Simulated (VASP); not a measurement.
A run of VASP 6.6.1 is set up as follows.

POSCAR

```
Si2Mo
1.0
   -1.6178977526      1.6178977526      3.9453610554
    1.6178977526     -1.6178977526      3.9453610554
    1.6178977526      1.6178977526     -3.9453610554
Si Mo
2 1
Direct
    0.3356722478      0.3356722478      0.0000000000
    0.6643277522      0.6643277522      0.0000000000
    0.0000000000      0.0000000000      0.0000000000
```

INCAR.step1

```
  PREC = Accurate
  ENCUT = 600
  ISMEAR = 0
  SIGMA = 0.05
  LREAL = F
  LASPH = T
  NELM = 80
  GGA = PE
  ALGO = Normal
  EDIFF = 1E-4
  LWAVE = T
  LCHARG = F
```

The input INCAR.step2:

```
  PREC = Accurate
  ENCUT = 600
  EDIFF = 1E-6
  ISMEAR = 0
  SIGMA = 0.05
  LREAL = F
  LASPH = T
  NELM = 80
  ALGO = Normal
  ISIF = 4
  LWAVE = F
  LCHARG = F
  METAGGA = R2SCAN
  LMIXTAU = T
  IVDW = 13
  VDW_S6 = 1.0
  VDW_S8 = 0.6018749
  VDW_A1 = 0.51559235
  VDW_A2 = 5.77342911
  IBRION = 2
  NSW = 60
  EDIFFG = -0.01
  ISTART = 1
```

Contents of KPOINTS:

```
Automatic mesh
0
Gamma
  10 10 10
```

Potentials or basis: VASP PAW PBE potentials, release 64 (Si, Mo_sv).

Command:

```console
$ cat potpaw_PBE.64/Si/POTCAR potpaw_PBE.64/Mo_sv/POTCAR > POTCAR
$ cp INCAR.step1 INCAR
$ mpirun -np 1 vasp_std > vasp.out
$ cp INCAR.step2 INCAR
$ mpirun -np 1 vasp_std > vasp.out
```

**Question.** Predict the band gap on the k mesh.

**Answer.** Zero (bands 11 and 12 overlap by 0.98 eV).

**Question.** Estimate the dispersion energy per atom.

**Answer.** -0.187 eV.

Final structure:
```
Si Mo
1.0
    -1.61873    1.61873    3.94129
     1.61873   -1.61873    3.94129
     1.61873    1.61873   -3.94129
Si Mo
2 1
Cartesian
  0.0000 0.0000 2.6484
  1.6187 1.6187 1.2929
  0.0000 0.0000 7.8826
```
